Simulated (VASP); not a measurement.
Runs of VASP 6.6.1 on SiW3. Symmetry: Im-3m, No. 229, cubic system. Conventional cell: a = 5.212 Å, b = 5.212 Å, c = 5.212 Å, α = 90.00°, β = 90.00°, γ = 90.00°. Within 3.4 Å of Si (site symmetry m-3m) lie 6 W at 2.61 Å. W (site symmetry 4/mmm) has 2 Si at 2.61 Å and 4 W at 2.61 Å within 3.4 Å. 

```csv
smearing,gap on the mesh (eV),pressure (GPa)
gaussian 0.1 eV,none,(a)
gaussian 0.2 eV,none,-5.1
gaussian 0.5 eV,none,-4.7
gaussian 0.3 eV,none,-5.0
```

Alike in all rows: task single point; level PBEsol; potentials or basis VASP PAW PBE potentials, release 64 (Si, W_sv); no spin polarisation; cell as given; k mesh 6 × 6 × 6; cutoff (eV) 520.

Task: Fill in the values left out.

Result: (a) -5.2.

Caveats: the PAW data sets were made with another functional, which shifts forces and pressure a little; spin-orbit coupling is left out, which moves the levels of the heavy elements.

A k mesh can miss the band edges, and the runs leave out spin-orbit coupling on W.

A gap of «none» marks levels without a gap at the run's occupations.
